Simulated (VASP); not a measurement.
Write the native input for VASP 6.6.1 that does the following.

* Task: single point
* Functional: PBEsol
* Potentials or basis: VASP PAW PBE potentials, release 64 (Nb_sv, As)
* Cutoff: 520 eV
* k mesh: 10 × 10 × 6
* Occupations: gaussian, width 0.1 eV
* Spin: no spin polarisation
* Dipole correction: no
* Further INCAR settings: ALGO = Normal; EDIFF = 1e-07; NBANDS = 26; ISYM = 0

The structure of NbAs lies in POSCAR:

```
NbAs
1.0
    3.4393064271      0.0000000000      0.0000000000
    0.0000000000      3.4393064271      0.0000000000
    1.7196532135     -1.7196532135      5.7965408270
Nb As
2 2
Direct
    0.2512562111      0.7487437889      0.4974875777
    0.5012562111     -0.0012562111     -0.0025124223
    0.8327437889      0.1672562111      0.3345124223
    0.0827437889      0.4172562111      0.8345124223
```

One way to write it, as run:

INCAR

```
SYSTEM = NbAs
PREC     = Accurate       ! precision mode
ENCUT    = 520            ! plane-wave cutoff, eV
EDIFF    = 1E-7           ! SCF threshold, eV
ISMEAR   = 0              ! smearing method
SIGMA    = 0.1            ! smearing width, eV
LREAL    = .False.        ! projectors in reciprocal space
LASPH    = .True.         ! aspherical terms in the spheres
NELM     = 100            ! most SCF steps
ALGO     = Normal         ! electronic algorithm
ISIF     = 2              ! what is computed and relaxed
LWAVE    = .False.        ! write WAVECAR
LCHARG   = .True.         ! write CHGCAR
GGA      = PS             ! functional
LELF     = .True.         ! ELF
LVHAR    = .True.       
NBANDS   = 26             ! bands
ISYM     = 0
```

KPOINTS

```
regular mesh
0
Gamma
  10 10 6
  0 0 0
```

Potentials or basis: VASP PAW PBE potentials, release 64 (Nb_sv, As).

Launch:

```console
$ cat potpaw_PBE.64/Nb_sv/POTCAR potpaw_PBE.64/As/POTCAR > POTCAR
$ mpirun -np 1 vasp_std > vasp.out
```

It gave:

```
Pressure               : 0.2 GPa
Band gap on the k mesh : 0.05 eV (least direct gap 0.07 eV)
```

Caveat: the PAW data sets were made with another functional, which shifts forces and pressure a little.

It took 4.1 min on 1 thread of Intel(R) Xeon(R) 6975P-C (Granite Rapids), on a shared host, peak memory 0.55 GiB.
